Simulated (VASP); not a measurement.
GaW: single point with PBEsol

Crystal: GaW.

```xyz
2
Lattice="3.2843 0.0000 0.0000 -1.6422 2.8443 0.0000 0.0000 0.0000 3.2036" Properties=species:S:1:pos:R:3 pbc="T T T"
W     0.0000    0.0000    0.0000
Ga    1.6422    0.9481    1.6018
```

| Quantity | Value |
| --- | --- |
| Program | VASP 6.6.1 |
| Task | single point |
| Functional | PBEsol |
| Potentials or basis | VASP PAW PBE potentials, release 64 (W_sv, Ga_d) |
| Cutoff | 520 eV |
| k mesh | 12 × 12 × 10 |
| Occupations | fermi-dirac, width 0.1 eV |
| Spin | no spin polarisation |

```json
{"Pressure": "20.2 GPa", "Band gap on the k mesh": "zero (an odd number of electrons rules out a gap without spin polarisation)"}
```

Stress tensor (GPa, compression positive):
```
 9.96  0.00  0.00
 0.00  9.95  0.00
 0.00  0.00 40.61
```

Levels at points of the mesh, in eV from the Fermi level:
```tsv
k point	band 9	band 10	band 11	band 12	band 13	band 14	band 15	band 16	band 17	band 18
(0.00, 0.00, 0.00)	-13.88	-10.74	-2.44	-1.30	-1.30	2.08	2.08	4.34	8.98	9.67
(0.50, 0.00, 0.00)	-13.77	-7.01	-4.66	-2.00	-1.04	1.76	2.38	3.85	4.03	10.02
(0.50, 0.50, 0.00)	-13.77	-7.01	-4.66	-2.00	-1.04	1.76	2.38	3.85	4.03	10.02
(0.00, 0.00, 0.50)	-13.86	-6.53	-6.49	-0.03	-0.03	0.02	0.02	3.44	8.81	8.81
(0.50, 0.00, 0.50)	-13.75	-6.43	-3.92	-1.68	-1.48	0.61	2.92	3.58	5.84	8.19
(0.50, 0.50, 0.50)	-13.75	-6.43	-3.92	-1.68	-1.48	0.61	2.92	3.58	5.84	8.19
```

Run time: 69 s on 1 thread of AMD EPYC 7R13 Processor (Zen 3) (shared host), peak memory 0.24 GiB.

Caveat: the cell stands under pressure; the PAW data sets were made with another functional, which shifts forces and pressure a little; spin-orbit coupling is left out, which moves the levels of the heavy elements.
